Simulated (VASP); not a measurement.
Set up this calculation in VASP 6.6.1, as the native input.

| Property | Result |
| --- | --- |
| Task | electric field gradients |
| Functional | PBEsol |
| Potentials or basis | VASP PAW PBE potentials, release 64 (In_d, Sb) |
| Cutoff | 520 eV |
| k mesh | 9 × 9 × 9 |
| Occupations | fermi-dirac, width 0.05 eV |
| Spin | no spin polarisation |
| Dipole correction | no |
| Further INCAR settings | ALGO = Normal; EDIFF = 1e-08; NBANDS = 16 |

The structure of InSb lies in POSCAR:

```
InSb
1.0
    0.0000000000      3.2605516185      3.2605516185
    3.2605516185      0.0000000000      3.2605516185
    3.2605516185      3.2605516185      0.0000000000
In Sb
1 1
Direct
    0.0000000000      0.0000000000      0.0000000000
    0.7500000000      0.7500000000      0.7500000000
```

This cell differs from its parent crystal: volume scaled by 1.02.

These files were run (other wordings do the same):

INCAR

```
SYSTEM = InSb
  PREC = Accurate
  ENCUT = 520
  EDIFF = 1E-8
  ISMEAR = -1
  SIGMA = 0.05
  LREAL = .FALSE.
  LASPH = .TRUE.
  NELM = 80
  ALGO = Normal
  ISIF = 2
  LWAVE = .FALSE.
  LCHARG = .FALSE.
  GGA = PS
  LEFG = .TRUE.
  NBANDS = 16
```

KPOINTS

```
Automatic mesh
0
G
  9 9 9
  0 0 0
```

Potentials or basis: VASP PAW PBE potentials, release 64 (In_d, Sb).

Launch:

```bash
$ cat potpaw_PBE.64/In_d/POTCAR potpaw_PBE.64/Sb/POTCAR > POTCAR
$ mpirun -np 1 vasp_std > vasp.out
```

Results of the run:

The pressure is 0.0 GPa. The band gap on the k mesh is zero (filled and empty bands touch).

Caveat: without QUAD_EFG the Cq values of the log hold for a quadrupole moment of 1 mb, not for the nuclei; the PAW data sets were made with another functional, which shifts forces and pressure a little; spin-orbit coupling is left out, which moves the levels of the heavy elements.

Run time: 51 s on 1 thread of AMD EPYC 7R13 Processor (Zen 3) (shared host), peak memory 0.19 GiB.
